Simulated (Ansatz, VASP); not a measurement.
## Pb: VASP beside Ansatz

INCAR

```
SYSTEM = Pb
ALGO = Normal ; EDIFF = 1E-6
ENCUT = 500 ; GGA = PE
GGA_COMPAT = .FALSE. ; ISIF = 2
ISMEAR = 0 ; IVDW = 12
LASPH = .TRUE. ; LCHARG = .TRUE.
LELF = .TRUE. ; LREAL = .FALSE.
LVHAR = .TRUE. ; LWAVE = .FALSE.
NBANDS = 13 ; NELM = 120
PREC = Accurate ; SIGMA = 0.1
```

Contents of KPOINTS:

```
k-points
0
G
  6 6 6
  0 0 0
```

The input POSCAR:

```
Pb
1.0
    0.0000000000      2.4750200000      2.4750200000
    2.4750200000      0.0000000000      2.4750200000
    2.4750200000      2.4750200000      0.0000000000
Pb
1
Direct
    0.0000000000      0.0000000000      0.0000000000
```

Input for Ansatz:

```yaml
crystal:
  lattice:
    - [0.0, 2.47502, 2.47502]
    - [2.47502, 0.0, 2.47502]
    - [2.47502, 2.47502, 0.0]
  atoms:
    - { symbol: Pb, position: [0.0, 0.0, 0.0] }
basis:
  ecutwfc: 420
kpoints:
  mp_grid: { grid: [6, 6, 6] }
hamiltonian:
  xc: pbe
  dispersion: d3bj
scf:
  occupations: { method: gaussian, width: 0.1 }
output:
  forces: true
  stress: true
  eigenvalues: true
```

Alike in both runs: task single point; functional PBE; dispersion D3(BJ); k mesh 6 × 6 × 6; occupations gaussian, width 0.1 eV; no spin polarisation.

```csv
,VASP,Ansatz
version,VASP 6.6.1,Ansatz 0.2.0
potentials or method,"VASP PAW PBE potentials, release 64 (Pb_d), cutoff 500 eV","scalar-relativistic, plane waves, PAW"
valence electrons in the cell,14,14
```

Ansatz gave:

| Item | Value |
| --- | --- |
| gap on the k mesh at the Fermi level (eV) | none |
| pressure (GPa) | 1.1 |

Which values does VASP return?

gap on the k mesh at the Fermi level (eV): none; pressure (GPa): 1.0.

A gap of «none» marks a metal or a gap that the smearing closes.

The k mesh is coarse, so the values compare programs but aren't converged. Spin-orbit coupling is off throughout.
